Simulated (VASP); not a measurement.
A run of VASP 6.6.1:

The input INCAR:

```
SYSTEM = CsPbCl3
ALGO = Normal ; EDIFF = 1E-6
EDIFFG = -0.01 ; ENCUT = 600
GGA = RP ; IBRION = 2
ISIF = 3 ; ISMEAR = -1
IVDW = 12 ; LASPH = .TRUE.
LCHARG = .FALSE. ; LREAL = .FALSE.
LWAVE = .FALSE. ; NELM = 100
NSW = 60 ; PREC = Accurate
SIGMA = 0.05
```

KPOINTS

```
k-points
0
G
  5 5 5
  0 0 0
```

File POSCAR:

```
CsPbCl3
1.0
    5.6050000000      0.0000000000      0.0000000000
    0.0000000000      5.6050000000      0.0000000000
    0.0000000000      0.0000000000      5.6050000000
Pb Cs Cl
1 1 3
Direct
    0.5000000000      0.5000000000      0.5000000000
    0.0000000000      0.0000000000      0.0000000000
    0.5000000000      0.0000000000      0.5000000000
    0.0000000000      0.5000000000      0.5000000000
    0.5000000000      0.5000000000      0.0000000000
```

Potentials or basis: VASP PAW PBE potentials, release 64 (Pb_d, Cs_sv, Cl).

Launch:

```console
$ cat potpaw_PBE.64/Pb_d/POTCAR potpaw_PBE.64/Cs_sv/POTCAR potpaw_PBE.64/Cl/POTCAR > POTCAR
$ mpirun -np 1 vasp_std > vasp.out
```

Hardware: 1 thread of Intel Xeon 6975P-C, with other jobs on the host.

Task: How long does it take, and how much memory?

Result: Wall time 120 s on 1 thread of Intel Xeon 6975P-C (shared host), peak memory 0.38 GiB. Counts: scf iterations 30, k points 10, ion steps 3.
